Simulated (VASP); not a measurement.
# Ta7Mo9 in VASP: further runs, part 2 of 3

VASP 6.6.1.

### Step 3. Single point, PBE

INCAR reads:

```
SYSTEM = Ta7Mo9
ALGO = Normal
EDIFF = 1E-6
ENCUT = 400
GGA = PE
GGA_COMPAT = .FALSE.
ISIF = 2
ISMEAR = -1
ISYM = -1
LASPH = .TRUE.
LCHARG = .TRUE.
LELF = .TRUE.
LREAL = Auto
LVHAR = .TRUE.
LWAVE = .FALSE.
NBANDS = 116
NELM = 120
PREC = Accurate
SIGMA = 0.2758
```

KPOINTS reads:

```
explicit points
1
Reciprocal
  0.25000000   0.25000000   0.25000000 1
```

POSCAR reads:

```
Ta7Mo9
1.0
    6.4357620000      0.0753480000     -0.1865720000
    0.0753480000      6.5467160000      0.2328530000
   -0.1865720000      0.2328530000      6.2967750000
Mo Ta
9 7
Direct
    0.4605734184      0.7846211354      0.6559373201
    0.7463482457      0.5541817131      0.9387805361
    0.4848391918      0.7443735978      0.2122703753
    0.5073204005      0.2833912574      0.1672829786
    0.0252581456      0.7350400157      0.2538495007
    0.3124755360      1.0243643121      0.9927265755
    0.0198436500      0.2874293677      0.2000420023
    0.1725862503      0.5470357886      0.9415297255
    0.2592592275      0.0343555125      0.3759047653
    1.0317075856      0.2412261646      0.7224416485
   -0.0024346947      0.8325531685      0.6631922295
    0.5403255216      0.2307885001      0.7150639524
    0.2665226689      0.5288873947      0.5009919603
    0.7583175800      0.4955921558      0.4288336025
    0.7353036871      0.0364302667      0.4126153757
    0.8084618923      0.9542141470      0.9850162544
```

Potentials or basis: VASP PAW PBE potentials, release 64 (Mo_sv, Ta_pv).

Run with:

```bash
cat potpaw_PBE.64/Mo_sv/POTCAR potpaw_PBE.64/Ta_pv/POTCAR > POTCAR
mpirun -np 1 vasp_std > vasp.out
```

OUTCAR:

```text
SYSTEM = Ta7Mo9
   EDIFF = 1E-6
   ENCUT = 400
   GGA = PE
   ISIF = 2
   ISMEAR = -1
   ISYM = -1
   LASPH = .TRUE.
   LREAL = Auto
   NELM = 120
   PREC = Accurate

 ion  position               nearest neighbor table
   1  0.461  0.785  0.656-  13 2.35   9 2.59   2 2.82   3 2.84  15 2.88   6 2.92  11 2.99  12 3.02
                             8 3.04  14 3.14  16 3.23  11 3.48
   2  0.746  0.554  0.939-  16 2.69   8 2.74   4 2.76   3 2.81   1 2.82   7 2.82  12 2.93   5 2.93
                            11 2.99  14 3.08  10 3.16  14 3.27
   3  0.485  0.744  0.212-   6 2.42  14 2.63   9 2.67  13 2.70   2 2.81   1 2.84  15 2.85  16 2.91
                             8 2.94   5 2.99   4 3.05   5 3.47
   4  0.507  0.283  0.167-   6 2.42  15 2.54   9 2.64  14 2.72   2 2.76  12 2.92   8 2.96   3 3.05
                             7 3.16  16 3.19  13 3.19   7 3.30  12 3.44
   5  0.025  0.735  0.254-  13 2.45  16 2.48  14 2.59   8 2.61   9 2.63  11 2.72   2 2.93  15 2.95
                             7 2.98   3 2.99   6 3.13   3 3.47
   6  0.312  0.024  0.993-   4 2.42   3 2.42   9 2.46  12 2.66  10 2.71   1 2.92   7 2.95   5 3.13
                            11 3.16  16 3.22  16 3.29   8 3.31
   7  0.020  0.287  0.200-   9 2.40   8 2.53  14 2.69  15 2.82   2 2.82   6 2.95  16 2.97  13 2.97
                             5 2.98  10 3.05   4 3.16  10 3.28   4 3.30
   8  0.173  0.547  0.942-   7 2.53   5 2.61  11 2.66  10 2.66   2 2.74  13 2.89   3 2.94   4 2.96
                             1 3.04   6 3.31  13 3.54  12 3.54  16 3.55
   9  0.259  0.034  0.376-   7 2.40   6 2.46   1 2.59   5 2.63   4 2.64   3 2.67  11 2.82  15 3.06
                            10 3.08  12 3.09  13 3.35  13 3.39  15 3.39
  10  0.032  0.241  0.722-   8 2.66   6 2.71  11 2.74  13 2.79  16 2.88  14 2.89  15 3.05   7 3.05
                             9 3.08   2 3.16  12 3.16  12 3.28   7 3.28
  11  0.998  0.833  0.663-  15 2.53  16 2.59   8 2.66   5 2.72  10 2.74   9 2.82  13 2.89   2 2.99
                             1 2.99  14 3.13   6 3.16   1 3.48
  12  0.540  0.231  0.715-   6 2.66  15 2.72  13 2.82  14 2.86  16 2.87   4 2.92   2 2.93   1 3.02
                             9 3.09  10 3.16  10 3.28   4 3.44   8 3.54
  13  0.267  0.529  0.501-   1 2.35   5 2.45   3 2.70  10 2.79  12 2.82   8 2.89  11 2.89   7 2.97
                             4 3.19  14 3.23  14 3.29   9 3.35   9 3.39   8 3.54
  14  0.758  0.496  0.429-   5 2.59   3 2.63   7 2.69   4 2.72  12 2.86  10 2.89  15 3.02   2 3.08
                            11 3.13   1 3.14  13 3.23   2 3.27  13 3.29  15 3.54
  15  0.735  0.036  0.413-  11 2.53   4 2.54  12 2.72   7 2.82   3 2.85  16 2.85   1 2.88   5 2.95
                            14 3.02  10 3.05   9 3.06   9 3.39  14 3.54
  16  0.808  0.954  0.985-   5 2.48  11 2.59   2 2.69  15 2.85  12 2.87  10 2.88   3 2.91   7 2.97
                             4 3.19   6 3.22   1 3.23   6 3.29   8 3.55

IMPORTANT INFORMATION: All symmetrisations will be switched off!
NOSYMM: (Re-)initialisation of all symmetry stuff for point group C_1.

----------------------------------------------------------------------------------------

                                     Primitive cell

  volume of cell :     264.6836

  direct lattice vectors                    reciprocal lattice vectors
     6.435762000  0.075348000 -0.186572000     0.155540365 -0.001956651  0.004680982
     0.075348000  6.546716000  0.232853000    -0.001956651  0.152974127 -0.005714916
    -0.186572000  0.232853000  6.296775000     0.004680982 -0.005714916  0.159161488

  length of vectors
     6.438906658  6.551289051  6.303840499     0.155623087  0.153093345  0.159332831

  position of ions in fractional coordinates (direct lattice)
     0.460573418  0.784621135  0.655937320
     0.746348246  0.554181713  0.938780536
     0.484839192  0.744373598  0.212270375
     0.507320400  0.283391257  0.167282979
     0.025258146  0.735040016  0.253849501
     0.312475536  0.024364312  0.992726576
[... 8 lines left out ...]
     0.735303687  0.036430267  0.412615376
     0.808461892  0.954214147  0.985016254

  ion indices of the primitive-cell ions
   primitive index   ion index
                 1           1
                 2           2
                 3           3
                 4           4
                 5           5
                 6           6
[... 8 lines left out ...]
                15          15
                16          16

----------------------------------------------------------------------------------------

 KPOINTS: explicit points

Read explicit list of k-points.

 Found      1 k-points:

 Following reciprocal coordinates:
            Coordinates               Weight
  0.250000  0.250000  0.250000      1.000000
   k-points           NKPTS =      1   k-points in BZ     NKDIM =      1   number of bands    NBANDS=    116
   number of dos      NEDOS =    301   number of ions     NIONS =     16
   total plane-waves  NPLWV =  84672
   dimension x,y,z NGX =    42 NGY =   48 NGZ =   42
   dimension x,y,z NGXF=    84 NGYF=   96 NGZF=   84
   ions per type =               9   7
   NGX,Y,Z   is equivalent  to a cutoff of  10.84, 12.18, 11.08 a.u.
   NGXF,Y,Z  is equivalent  to a cutoff of  21.69, 24.36, 22.15 a.u.
 SYSTEM =  Ta7Mo9
   PREC   = accura    normal or accurate (medium, high low for compatibility)
   ISTART =      0    job   : 0-new  1-cont  2-samecut
   ICHARG =      2    charge: 1-file 2-atom 10-const
   ISPIN  =      1    spin polarized calculation?
   LNONCOLLINEAR =      F non collinear calculations
   LSORBIT =      F    spin-orbit coupling
   LASPH  =      T    aspherical Exc in radial PAW
   ENCUT  =  400.0 eV  29.40 Ry    5.42 a.u.  10.50 10.68 10.28*2*pi/ulx,y,z
   NELM   =    120;   NELMIN=  2; NELMDL= -5     # of ELM steps
   EDIFF  = 0.1E-05   stopping-criterion for ELM
   LREAL  =      T    real-space projection
   EDIFFG = 0.1E-04   stopping-criterion for IOM
   NSW    =      0    number of steps for IOM
   IBRION =     -1    ionic relax: 0-MD 1-quasi-New 2-CG
   NFREE  =      0    steps in history (QN), initial steepest desc. (CG)
   ISIF   =      2    stress and relaxation
   ISYM   =     -1    0-nonsym 1-usesym 2-fastsym
   POTIM  = 0.5000    time-step for ionic-motion
   TEBEG  =    0.0;   TEEND  =   0.0 temperature during run
   PSTRESS=    0.0 pullay stress
   NELECT =     203.0000    total number of electrons
   NUPDOWN=      -1.0000    fix difference up-down
   EMIN   =  10.00;   EMAX   =-10.00  energy-range for DOS
   EFERMI =   0.00;   METHOD = LEGACY
   ISMEAR =    -1;   SIGMA  =   0.28  broadening in eV -4-tet -1-fermi 0-gaus
   EFERMI_NEDOS =   21; number of points for ismear=-14 and -15
   IALGO  =     38    algorithm
   IMIX   =      4    mixing-type and parameters
     AMIX     =   0.40;   BMIX     =  1.00
     AMIX_MAG =   1.60;   BMIX_MAG =  1.00
  volume/ion in A,a.u.               =      16.54       111.64
  Fermi-wavevector in a.u.,A,eV,Ry     =   1.498527  2.831805 30.553007  2.245583
  Thomas-Fermi vector in A             =   2.610274
   LORBIT       =      0    0 simple, 1 ext, 2 COOP (PROOUT), +10 PAW based schemes
   GGA     = PE    functional components
   LHFCALC =     F    Hartree Fock is set to
   AEXX    =    0.0000 exact exchange contribution
   IVDW    =     0    specifies the selected vdW correction
   LEPSILON=     F    determine dielectric tensor
   LRPA    =     F    only Hartree local field effects (RPA)
 non-spin polarized calculation
  energy-cutoff  :      400.00
  volume of cell :      264.68
 maximum number of plane-waves:      4808
 NGX is ok and might be reduce to    42
   NGX = 21   NGY = 21   NGZ = 21

 number of electron     203.0000002 magnetization

 Free energy of the ion-electron system (eV)
  ---------------------------------------------------
  ext. energy  EPLUGINS =         0.00000000
  ---------------------------------------------------
  free energy    TOTEN  =      -175.05472243 eV

  energy without entropy =     -171.25389806  energy(sigma->0) =     -173.15431025

 E-fermi :   9.3345     XC(G=0): -12.9991

 val. band max:        9.2989421531   @ k =   0.2500   0.2500   0.2500
 cond. band min:       9.3865664524   @ k =   0.2500   0.2500   0.2500
 fundamental gap:      0.0876242993
 Fermi energy:         9.3345338753

 k-point     1 :       0.2500    0.2500    0.2500
  band No.  band energies     occupation
      1     -51.4605      2.00000
      2     -51.3476      2.00000
      3     -51.2717      2.00000
      4     -51.2440      2.00000
      5     -51.1998      2.00000
      6     -51.1736      2.00000
[... 105 lines left out ...]
    112      10.6758      0.01533
    113      10.9927      0.00489
 [bands above 113 left out]

------------------------ aborting loop because EDIFF is reached ----------------------------------------

  FORCE on cell =-STRESS in cart. coord.  units (eV):
  Direction    XX          YY          ZZ          XY          YZ          ZX
  --------------------------------------------------------------------------------------
  -------------------------------------------------------------------------------------
  Total       16.4175443     37.2736024     34.9400919     -0.3598391     -5.3488346      4.9796102
  in kB       99.3783578    225.6238403    211.4986805     -2.1781709    -32.3774609     30.1424788
  external PRESSURE =     178.8336262 kB  Pullay stress =       0.0000000 kB

 VOLUME and BASIS-vectors are now :
 -----------------------------------------------------------------------------
  energy-cutoff  :      400.00
  volume of cell :      264.68
      direct lattice vectors                 reciprocal lattice vectors
     6.435762000  0.075348000 -0.186572000     0.155540365 -0.001956651  0.004680982
     0.075348000  6.546716000  0.232853000    -0.001956651  0.152974127 -0.005714916
    -0.186572000  0.232853000  6.296775000     0.004680982 -0.005714916  0.159161488

 POSITION                                       TOTAL-FORCE (eV/Angst)
 -----------------------------------------------------------------------------------
      2.90088      5.32413      4.22706         3.455448      1.882885      2.920743
      4.66993      3.90290      5.90108        -1.131387     -0.912337     -1.279686
      3.13679      4.95916      1.41949         1.580468     -0.964107     -1.290240
      3.25514      1.93246      1.02468         1.002155      2.473374      0.627201
      0.17058      4.87311      1.76488        -1.269240      1.038198     -0.725106
      1.82764      0.41421      6.19835        -2.080850     -1.448222     -3.263642
[... 8 lines left out ...]
      4.65800      0.38998      2.46944         0.425566     -0.244487     -0.647077
      5.09119      6.53725      6.27378        -2.166667      2.130437     -0.348742
 -----------------------------------------------------------------------------------
    total drift:                               -0.006709      0.001652     -0.001691

  FREE ENERGIE OF THE ION-ELECTRON SYSTEM (eV)
  ---------------------------------------------------
  free  energy   TOTEN  =      -175.0547224333 eV

  energy  without entropy=     -171.2538980595  energy(sigma->0) =     -173.15431025
```

Wall time 3 min (1 thread of AMD EPYC 7R13, shared host); peak memory 0.25 GiB.

Results:

```
Free energy            : -175.0547 eV
Pressure               : 17.9 GPa
Largest force          : 4.901 eV/Å
Band gap on the k mesh : zero (an odd number of electrons rules out a gap without spin polarisation)
```

Forces in eV/Å, atoms in the order of the input:
```
Mo   3.455  1.883  2.921
Mo  -1.131 -0.912 -1.280
Mo   1.580 -0.964 -1.290
Mo   1.002  2.473  0.627
Mo  -1.269  1.038 -0.725
Mo  -2.081 -1.448 -3.264
Mo  -1.457  0.580 -1.432
Mo   2.659  0.483  0.150
Mo  -0.045  0.592  4.197
Ta  -0.215  0.453 -0.216
Ta   0.635 -2.454  0.247
Ta  -0.615  0.637  0.548
Ta  -0.092 -4.371 -1.889
Ta  -0.685  0.123  2.402
Ta   0.426 -0.244 -0.647
Ta  -2.167  2.130 -0.349
```

Stress tensor (GPa, compression positive):
```
 9.94 -0.22  3.01
-0.22 22.56 -3.24
 3.01 -3.24 21.15
```

Caveat: the atoms stand as in a frame of molecular dynamics; so wide a smearing shifts energies and pressures; spin-orbit coupling is left out, which moves the levels of the heavy elements.

(Part 2 of 3 ends here.)

The gap in the log of VASP goes by the Fermi energy; the results here count the filled bands.